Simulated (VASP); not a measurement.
Wanted: the native input for a VASP 6.6.1 run.

```yaml
Task: single point
Functional: PBE0
Potentials_or_basis: VASP PAW PBE potentials, release 64 (Pb_d)
Cutoff: 520 eV
k_mesh: 5 × 5 × 5
Occupations: fermi-dirac, width 0.05 eV
Spin: no spin polarisation
Dipole_correction: no
Grid_for_exact_exchange_PRECFOCK: Normal
Further_INCAR_settings: ALGO = Normal; EDIFF = 1e-07; NBANDS = 13
Share_of_exact_exchange: 0.25
```

The system is Pb.

```
Pb
1.0
     0.00000    2.47502    2.47502
     2.47502    0.00000    2.47502
     2.47502    2.47502    0.00000
Pb
1
Direct
  0.00000 0.00000 0.00000
```

The input as run:

POSCAR

```
Pb
1.0
    0.0000000000      2.4750200000      2.4750200000
    2.4750200000      0.0000000000      2.4750200000
    2.4750200000      2.4750200000      0.0000000000
Pb
1
Direct
    0.0000000000      0.0000000000      0.0000000000
```

INCAR.step1

```
SYSTEM = Pb
PREC = Accurate
ENCUT = 520
EDIFF = 1E-5
ISMEAR = -1
SIGMA = 0.05
LREAL = .FALSE.
LASPH = .TRUE.
NELM = 60
ALGO = Normal
ISIF = 2
LWAVE = .TRUE.
LCHARG = .FALSE.
NBANDS = 13
GGA = PE
```

INCAR.step2

```
SYSTEM = Pb
PREC = Accurate
ENCUT = 520
EDIFF = 1E-7
ISMEAR = -1
SIGMA = 0.05
LREAL = .FALSE.
LASPH = .TRUE.
NELM = 60
ALGO = Normal
ISIF = 2
LWAVE = .FALSE.
LCHARG = .FALSE.
GGA = PE
LHFCALC = .TRUE.
AEXX = 0.25
PRECFOCK = Normal
NBANDS = 13
ISTART = 1
```

KPOINTS

```
regular mesh
0
G
  5 5 5
  0 0 0
```

Potentials or basis: VASP PAW PBE potentials, release 64 (Pb_d).

Launch:

```console
$ cat potpaw_PBE.64/Pb_d/POTCAR > POTCAR
$ cp INCAR.step1 INCAR
$ mpirun -np 1 vasp_std > vasp.out
$ cp INCAR.step2 INCAR
$ mpirun -np 1 vasp_std > vasp.out
```

It gave:

| Quantity | Value |
| --- | --- |
| Pressure | 0.2 GPa |
| Band gap on the k mesh | zero (bands 7 and 8 overlap by 9.60 eV) |

Caveat: the k points lie up to 0.44 Å⁻¹ apart, too coarse for converged energies and pressures of a metal; the PAW data sets were made with another functional, which shifts forces and pressure a little; spin-orbit coupling is left out, which moves the levels of the heavy elements.

Run time: 21 min on 1 thread of AMD EPYC 7R13, with other jobs on the host, peak memory 0.17 GiB.
